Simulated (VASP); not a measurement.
Wanted: the native input for a VASP 6.6.1 run.

| Property | Result |
| --- | --- |
| Task | single point |
| Functional | LDA |
| Potentials or basis | VASP PAW LDA potentials, release 64 (Al, Au) |
| Cutoff | 520 eV |
| k mesh | 16 × 16 × 16 |
| Occupations | gaussian, width 0.15 eV |
| Spin | no spin polarisation |
| Dipole correction | no |
| Further INCAR settings | ALGO = Fast; EDIFF = 1e-07; NBANDS = 20 |

The structure of AlAu2 lies in POSCAR:

```
AlAu2
1.0
   -1.6379005816      1.6379005816      4.4052974043
    1.6379005816     -1.6379005816      4.4052974043
    1.6379005816      1.6379005816     -4.4052974043
Al Au
1 2
Direct
    0.0000000000      0.0000000000      0.0000000000
    0.6454920683      0.6454920683      0.0000000000
    0.3545079317      0.3545079317      0.0000000000
```

This cell differs from its parent crystal: atoms shifted along a free coordinate, c/a of the conventional cell at fixed volume 2.6896.

These files were run (other wordings do the same):

INCAR

```
SYSTEM = AlAu2
PREC = Accurate
ENCUT = 520
EDIFF = 1E-7
ISMEAR = 0
SIGMA = 0.15
LREAL = .FALSE.
LASPH = .TRUE.
NELM = 100
ALGO = Fast
ISIF = 2
LWAVE = .FALSE.
LCHARG = .FALSE.
NBANDS = 20
```

KPOINTS

```
Automatic mesh
0
G
  16 16 16
  0 0 0
```

Potentials or basis: VASP PAW LDA potentials, release 64 (Al, Au).

The run is started by

```console
$ cat potpaw_LDA.64/Al/POTCAR potpaw_LDA.64/Au/POTCAR > POTCAR
$ mpirun -np 1 vasp_std > vasp.out
```

It gave:

The pressure is 3.2 GPa. The largest force is 2.051 eV/Å. The band gap on the k mesh is zero (an odd number of electrons rules out a gap without spin polarisation).

Caveat: the cell stands under pressure; spin-orbit coupling is left out, which moves the levels of the heavy elements; forces of over 1 eV/Å act on the atoms, so gaps and moduli don't describe the material at rest.

Wall time 14 min on 1 thread of Intel Xeon 8259CL, on a shared host, peak memory 0.44 GiB.
